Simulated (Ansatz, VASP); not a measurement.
SrTiO3 in VASP and in Ansatz

```xyz
5
Lattice="3.9127 0.0000 0.0000 0.0000 3.9127 0.0000 0.0000 0.0000 3.9127" Properties=species:S:1:pos:R:3 pbc="T T T"
Sr    0.0000    0.0000    0.0000
Ti    1.9564    1.9564    1.9564
O     1.9564    0.0000    1.9564
O     1.9564    1.9564    0.0000
O     0.0000    1.9564    1.9564
```

Alike in both runs: task relaxation of cell and atoms; functional PBE; k mesh 6 × 6 × 6; occupations gaussian, width 0.02 eV; no spin polarisation; Hubbard terms Ti d U = 4.0 eV.

|  | VASP | Ansatz |
| --- | --- | --- |
| version | VASP 6.6.1 | Ansatz 0.2.0 |
| potentials or method | VASP PAW PBE potentials, release 64 (Sr_sv, Ti_sv, O), cutoff 600 eV | scalar-relativistic, plane waves, PAW |
| valence electrons in the cell | 40 | 40 |

```tsv
	VASP	Ansatz	Ansatz less VASP
gap on the k mesh at the Fermi level, each at its own relaxed structure (eV)	2.27	2.30	+0.024
relaxed volume (Å³/atom)	12.49	12.30	-0.189
relaxed cell length with the largest relative difference (Å)	3.967	3.947	-0.0201
```

The programs project onto different local orbitals, so the same U acts differently, and such runs can settle in different states.
